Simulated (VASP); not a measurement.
Crystal: C.

```
C
1.0
    -1.80417    1.80417    1.80417
     1.80417   -1.80417    1.80417
     1.80417    1.80417   -1.80417
C
4
Direct
  0.88491 0.88491 0.88491
  0.50000 0.00000 0.61509
  0.00000 0.61509 0.50000
  0.61509 0.50000 0.00000
```

| Item | Value |
| --- | --- |
| Program | VASP 6.6.1 |
| Task | relaxation of cell and atoms |
| Functional | PBE |
| Potentials or basis | VASP PAW PBE potentials, release 64 (C) |
| Cutoff | 600 eV |
| k mesh | 6 × 6 × 6 |
| Occupations | gaussian, width 0.1 eV |
| Spin | no spin polarisation |

At the start: pressure 65.3 GPa; volume 5.87 Å³/atom.

**Question.** How do energy, volume and symmetry change on relaxing?

**Answer.** Over 8 steps the energy falls by 861.2 meV/atom and the volume is 8.75 Å³/atom (+49.0 %); space group I4_132 (No. 214, to 0.05 Å).

Step by step:
| step | energy change (eV) | largest force (eV/Å) | pressure (GPa) | volume (Å³) |
| --- | --- | --- | --- | --- |
| 1 | 0.0000 | 0.1474 | 65.34 | 23.49 |
| 2 | -0.0806 | 3.5408 | -34.18 | 32.61 |
| 3 | -0.7279 | 2.1469 | -0.08 | 27.67 |
| 4 | -1.4460 | 2.0185 | -0.73 | 30.21 |
| 5 | -2.9379 | 1.1209 | -23.47 | 38.73 |
| 6 | -3.4158 | 0.0325 | -7.91 | 36.20 |
| 7 | -3.4240 | 0.1878 | -5.63 | 35.84 |
| 8 | -3.4448 | 0.0033 | 0.40 | 35.00 |

Final structure:
```
C
1.0
    -2.06073    2.06073    2.06073
     2.06073   -2.06073    2.06073
     2.06073    2.06073   -2.06073
C
4
Direct
  0.74990 0.74990 0.74990
  0.50000 0.00000 0.75010
  0.00000 0.75010 0.50000
  0.75010 0.50000 0.00000
```

Caveat: the k points lie up to 0.36 Å⁻¹ apart in the final cell; the volume moved by over 15 % at a fixed basis, so the end points are rough.
